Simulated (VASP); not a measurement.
Here is a VASP 6.6.1 calculation.

The input INCAR:

```
SYSTEM = Ga
PREC = Accurate
ENCUT = 520
EDIFF = 1E-7
ISMEAR = -1
SIGMA = 0.05
LREAL = .False.
LASPH = .True.
NELM = 60
ALGO = Normal
ISIF = 2
LWAVE = .False.
LCHARG = .False.
NBANDS = 12
```

The input KPOINTS:

```
Automatic mesh
0
Gamma
  14 14 16
  0 0 0
```

File POSCAR:

```
Ga
1.0
   -1.3676700000      1.4122500000      2.2290000000
    1.4122500000     -1.3676700000      2.2290000000
    1.3957500000      1.3957500000     -2.2009200000
Ga
1
Direct
    0.0000000000      0.0000000000      0.0000000000
```

Potentials or basis: VASP PAW LDA potentials, release 64 (Ga_d).

Run with:

```bash
$ cat potpaw_LDA.64/Ga_d/POTCAR > POTCAR
$ mpirun -np 1 vasp_std > vasp.out
```

(1) Predict the band gap on the k mesh.

(2) Estimate the pressure.

Results:

(1) zero (an odd number of electrons rules out a gap without spin polarisation).

(2) -1.6 GPa.

Caveat: the cell differs from its parent crystal (equal xy, yz and zx shear strains of +2 %).
